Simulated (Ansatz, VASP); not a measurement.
# V in VASP and in Ansatz

```
V
1.0
     2.60429    0.00000    0.00000
    -1.30215    2.25538    0.00000
     0.00000    0.00000    4.72334
V
2
Direct
  0.33333 0.66667 0.25000
  0.66667 0.33333 0.75000
```

Alike in both runs: functional PBEsol; k mesh 12 × 12 × 6; occupations fermi-dirac, width 0.05 eV; collinear spin.

```csv
,VASP,Ansatz
version,VASP 6.6.1,Ansatz 0.2.0
potentials or method,"VASP PAW PBE potentials, release 64 (V_sv), cutoff 520 eV","all-electron LAPW, scalar-relativistic"
task,single point,band structure
```

Ansatz gave:

- gap on the k mesh at the Fermi level (eV): none
- pressure (GPa): -7.2
- traceless stress, the component that is largest in VASP (GPa): -0.09
- net moment per atom (μB): 0.00

Question: Estimate VASP's values.

Answer: gap on the k mesh at the Fermi level (eV): none; pressure (GPa): -7.0; traceless stress, the component that is largest in VASP (GPa): -0.12; net moment per atom (μB): 0.00.

VASP's potentials were made for PBE, not for PBEsol. A gap of «none» marks a metal or a gap that the smearing closes. Ansatz ran all-electron here, and VASP with PAW potentials.
